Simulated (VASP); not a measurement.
Crystal: Ga2As5.

```
Ga As
1.0
     3.08702    1.78229    5.05636
    -3.08702    1.78229    5.05636
     0.00000   -3.56458    5.05636
Ga As
2 5
Direct
  0.50000 0.50000 0.50000
  0.00000 0.00000 0.00000
  0.00000 0.00000 0.50000
  0.50000 0.00000 0.00000
  0.00000 0.50000 0.00000
  0.37105 0.37105 0.37105
  0.62895 0.62895 0.62895
```

The cell was built from a structure type or drawn by symmetry, and may not be a known phase.

* Program: VASP 6.6.1
* Task: relaxation of cell and atoms
* Functional: PBE
* Potentials or basis: VASP PAW PBE potentials, release 64 (Ga_d, As)
* Cutoff: 500 eV
* k mesh: 3 × 3 × 3
* Occupations: gaussian, width 0.2 eV
* Spin: no spin polarisation

At the start: pressure 5.6 GPa; volume 23.85 Å³/atom.

How do energy, volume and symmetry change on relaxing?

Over 14 steps the energy falls by 640.7 meV/atom and the volume is 20.64 Å³/atom (-13.4 %); space group R-3m (No. 166, to 0.1 Å) before and after.

Step by step:
```csv
step,energy change (eV),largest force (eV/Å),pressure (GPa),volume (Å³)
1,0.0000,9.0049,5.60,166.92
2,-2.9203,0.2959,-8.13,184.52
3,-3.0340,0.6615,-6.65,177.61
4,-3.8666,1.0652,-2.72,155.29
5,-4.0101,1.2211,0.80,144.80
6,-4.0108,1.2374,1.34,143.55
7,-4.1651,0.9555,1.41,142.25
8,-4.3077,0.2946,2.45,139.57
9,-4.4188,0.2405,-1.27,147.85
10,-4.4190,0.2387,-1.42,148.27
11,-4.4793,0.1234,-0.71,146.94
12,-4.4805,0.1158,-0.59,146.76
13,-4.4806,0.1149,-0.53,146.69
14,-4.4846,0.0386,0.37,144.51
```

Final structure:
```xyz
7
Lattice="2.8012 1.6173 5.3162 -2.8012 1.6173 5.3162 0.0000 -3.2346 5.3162" Properties=species:S:1:pos:R:3 pbc="T T T"
Ga    0.0000    0.0000    7.9743
Ga    0.0000    0.0000    0.0000
As    0.0000   -1.6173    2.6581
As    1.4006    0.8086    2.6581
As   -1.4006    0.8086    2.6581
As    0.0000    0.0000    5.1821
As    0.0000    0.0000   10.7664
```

Caveat: the k points lie up to 0.45 Å⁻¹ apart in the final cell, too coarse for converged energies and pressures of a metal; the relaxation stopped at a loose force limit of 0.08 eV/Å, so its end isn't a converged minimum.
